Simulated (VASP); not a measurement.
Wanted: the native input for a VASP 6.6.1 run.

| Item | Value |
| --- | --- |
| Task | single point |
| Functional | PBEsol |
| Potentials or basis | VASP PAW PBE potentials, release 64 (Ta_pv) |
| Cutoff | 520 eV |
| k mesh | 13 × 13 × 1 |
| Occupations | gaussian, width 0.1 eV |
| Spin | no spin polarisation |
| Dipole correction | yes |
| Further INCAR settings | ALGO = Fast; EDIFF = 1e-06; NBANDS = 42 |

The structure of Ta lies in POSCAR:

```
Ta
1.0
    2.8410132488      0.0000000000      0.0000000000
   -0.9470044163      2.6785329782      0.0000000000
    0.0000000000      0.0000000000     26.5983880200
Ta
6
Direct
    0.5000000000      0.5000000000      0.2854641393
    0.0000000000      0.0000000000      0.3692269573
    0.5000000000      0.5000000000      0.4564409292
    0.0000000000      0.0000000000      0.5435590692
    0.5000000000      0.5000000000      0.6307730431
    0.0000000000      0.0000000000      0.7145358620
```

These files were run (other wordings do the same):

INCAR

```
PREC = Accurate ; ENCUT = 520
EDIFF = 1E-6 ; ISMEAR = 0
SIGMA = 0.1 ; LREAL = F
LASPH = T ; NELM = 80
ALGO = Fast ; ISIF = 2
LWAVE = F ; LCHARG = F
LDIPOL = T ; IDIPOL = 3
DIPOL = 0.5 0.5 0.500 ; GGA = PS
NBANDS = 42
```

KPOINTS

```
Automatic mesh
0
Gamma
  13 13 1
```

Potentials or basis: VASP PAW PBE potentials, release 64 (Ta_pv).

The run is started by

```console
$ cat potpaw_PBE.64/Ta_pv/POTCAR > POTCAR
$ mpirun -np 1 vasp_std > vasp.out
```

It gave:

| Property | Result |
| --- | --- |
| Largest force | 0.012 eV/Å |
| Band gap on the k mesh | zero (bands 33 and 34 overlap by 2.23 eV) |

Caveat: the PAW data sets were made with another functional, which shifts forces and pressure a little; spin-orbit coupling is left out, which moves the levels of the heavy elements.

It took 22 min on 1 thread of Intel Xeon 8259CL (shared host), peak memory 0.51 GiB.
